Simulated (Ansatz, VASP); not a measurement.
SiO2 in VASP and in Ansatz

File INCAR:

```
PREC     = Accurate       # precision mode
ENCUT    = 600            # plane-wave cutoff, eV
EDIFF    = 1E-7           # SCF threshold, eV
ISMEAR   = 0              # smearing method
SIGMA    = 0.02           # smearing width, eV
LREAL    = F              # projectors in reciprocal space
LASPH    = T              # aspherical terms in the spheres
NELM     = 60             # most SCF steps
ALGO     = Normal         # electronic algorithm
ISIF     = 3              # what is computed and relaxed
LWAVE    = F              # write WAVECAR
LCHARG   = F              # write CHGCAR
GGA      = PS             # functional
IBRION   = 2              # ionic algorithm
NSW      = 100            # ionic steps
EDIFFG   = -0.005         # ionic threshold
```

The input KPOINTS:

```
regular mesh
0
Gamma
  6 6 4
```

Contents of POSCAR:

```
SiO2
1.0
    5.0605222284      0.0000000000      0.0000000000
   -2.5302611142      4.3825408062      0.0000000000
    0.0000000000      0.0000000000      5.5413533100
Si O
3 6
Direct
    0.0000000000      0.5000000000      0.3333333300
    0.5000000000      0.5000000000      0.6666666700
    0.5000000000      0.0000000000      0.0000000000
    0.5827892600      0.7913946300      0.8333333300
    0.7913946300      0.5827892600      0.5000000000
    0.7913946300      0.2086053700      0.1666666700
    0.4172107400      0.2086053700      0.8333333300
    0.2086053700      0.4172107400      0.5000000000
    0.2086053700      0.7913946300      0.1666666700
```

Input for Ansatz:

```yaml
crystal:
  lattice:
    - [5.0605222284, 0.0, 0.0]
    - [-2.5302611142, 4.3825408062, 0.0]
    - [0.0, 0.0, 5.54135331]
  atoms:
    - { symbol: Si, position: [0.0, 0.5, 0.33333333] }
    - { symbol: Si, position: [0.5, 0.5, 0.66666667] }
    - { symbol: Si, position: [0.5, 0.0, 0.0] }
    - { symbol: O, position: [0.58278926, 0.79139463, 0.83333333] }
    - { symbol: O, position: [0.79139463, 0.58278926, 0.5] }
    - { symbol: O, position: [0.79139463, 0.20860537, 0.16666667] }
    - { symbol: O, position: [0.41721074, 0.20860537, 0.83333333] }
    - { symbol: O, position: [0.20860537, 0.41721074, 0.5] }
    - { symbol: O, position: [0.20860537, 0.79139463, 0.16666667] }
basis:
  ecutwfc: 420
kpoints:
  mp_grid: { grid: [6, 6, 4] }
hamiltonian:
  xc: pbesol
scf:
  occupations: { method: gaussian, width: 0.02 }
output:
  forces: true
  stress: true
  eigenvalues: true
  write_density: true
  write_potential: true
  elf: true
  volumetric_format: npy
relax:
  adjacent_minimum: "off"
  f_tol: 0.005
  max_steps: 80
  cell: { stress_tol: 0.05 }
```

Alike in both runs: task relaxation of cell and atoms; functional PBEsol; k mesh 6 × 6 × 4; occupations gaussian, width 0.02 eV; no spin polarisation.

|  | VASP | Ansatz |
| --- | --- | --- |
| version | VASP 6.6.1 | Ansatz 0.2.0 |
| potentials or method | VASP PAW PBE potentials, release 64 (Si, O), cutoff 600 eV | scalar-relativistic, plane waves, PAW |
| valence electrons in the cell | 48 | 48 |

|  | VASP | Ansatz | Ansatz less VASP |
| --- | --- | --- | --- |
| gap on the k mesh at the Fermi level, each at its own relaxed structure (eV) | 5.54 | 5.55 | +0.010 |
| relaxed volume (Å³/atom) | 13.83 | 13.80 | -0.029 |
| relaxed cell length with the largest relative difference (Å) | 5.563 | 5.558 | -0.0050 |

VASP's potentials were made for PBE, not for PBEsol.
